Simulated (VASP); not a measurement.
Write the native input for VASP 6.6.1 that does the following.

```
Task                   : single point
Functional             : PBE
Potentials or basis    : VASP PAW PBE potentials, release 64 (Pb_d, Se)
Cutoff                 : 520 eV
k mesh                 : 8 × 8 × 8
Occupations            : gaussian, width 0.05 eV
Spin                   : no spin polarisation
Dipole correction      : no
Further INCAR settings : ALGO = Normal; EDIFF = 1e-07; NBANDS = 28
```

The structure of PbSe lies in POSCAR:

```
PbSe
1.0
    0.0000000000     12.0007994136      3.1254421077
    3.1181511075      0.0000000000      3.1254421077
    3.1181511075     12.0007994136      0.0000000000
Pb Se
2 2
Direct
    0.1907300000      0.8052670000      0.1947330000
    0.8052670000      0.1907300000      0.8092700000
    0.6744230000      0.2955810000      0.7044190000
    0.2955810000      0.6744230000      0.3255770000
```

These files were run (other wordings do the same):

INCAR

```
SYSTEM = PbSe
ALGO = Normal
EDIFF = 1E-7
ENCUT = 520
GGA = PE
ISIF = 2
ISMEAR = 0
LASPH = .TRUE.
LCHARG = .TRUE.
LELF = .TRUE.
LREAL = .FALSE.
LVHAR = .TRUE.
LWAVE = .FALSE.
NBANDS = 28
NELM = 100
PREC = Accurate
SIGMA = 0.05
```

KPOINTS

```
k-points
0
G
  8 8 8
  0 0 0
```

Potentials or basis: VASP PAW PBE potentials, release 64 (Pb_d, Se).

The run is started by

```bash
$ cat potpaw_PBE.64/Pb_d/POTCAR potpaw_PBE.64/Se/POTCAR > POTCAR
$ mpirun -np 1 vasp_std > vasp.out
```

Results of the run:

```json
{
 "Pressure": "0.0 GPa",
 "Largest force": "0.025 eV/Å",
 "Band gap on the k mesh": "1.55 eV (least direct gap 1.60 eV)"
}
```

Caveat: spin-orbit coupling is left out, which moves the levels of the heavy elements.

It took 51 min on 1 thread of AMD EPYC 7R13 (shared host), peak memory 1 GiB.
